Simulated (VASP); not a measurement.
Here is a VASP 6.6.1 calculation.

File INCAR:

```
ALGO     = Normal         # electronic algorithm
EDIFF    = 1E-6           # SCF threshold, eV
ENCUT    = 520            # plane-wave cutoff, eV
GGA      = PE             # functional
ISIF     = 2              # what is computed and relaxed
ISMEAR   = -1             # smearing method
LASPH    = True           # aspherical terms in the spheres
LCHARG   = False          # write CHGCAR
LREAL    = False          # projectors in reciprocal space
LWAVE    = False          # write WAVECAR
NBANDS   = 45             # bands
NELM     = 60             # most SCF steps
PREC     = Accurate       # precision mode
SIGMA    = 0.02           # smearing width, eV
```

The input KPOINTS:

```
k-points
0
Gamma
  4 4 9
```

File POSCAR:

```
Si3N4
1.0
    7.6272000000      0.0000000000      0.0000000000
   -3.8136000000      6.6053489597      0.0000000000
    0.0000000000      0.0000000000      2.9182000000
Si N
6 8
Direct
    0.1742808572      0.7681924868      0.2500000000
    0.4060883705      0.1742808572      0.7500000000
    0.2318075132      0.4060883705      0.2500000000
    0.8257191428      0.2318075132      0.7500000000
    0.5939116295      0.8257191428      0.2500000000
    0.7681924868      0.5939116295      0.7500000000
    0.3333333333      0.6666666667      0.2500000000
    0.6666666667      0.3333333333      0.7500000000
    0.3297425889      0.0301951809      0.2500000000
    0.2995474080      0.3297425889      0.7500000000
    0.9698048191      0.2995474080      0.2500000000
    0.6702574111      0.9698048191      0.7500000000
    0.7004525920      0.6702574111      0.2500000000
    0.0301951809      0.7004525920      0.7500000000
```

Potentials or basis: VASP PAW PBE potentials, release 64 (Si, N).

Launch:

```bash
$ cat potpaw_PBE.64/Si/POTCAR potpaw_PBE.64/N/POTCAR > POTCAR
$ mpirun -np 1 vasp_std > vasp.out
```

(1) Predict the band gap on the k mesh.

(2) Predict the largest force.

Results:

(1) 4.29 eV, indirect (least direct gap 4.48 eV).

(2) 0.015 eV/Å.
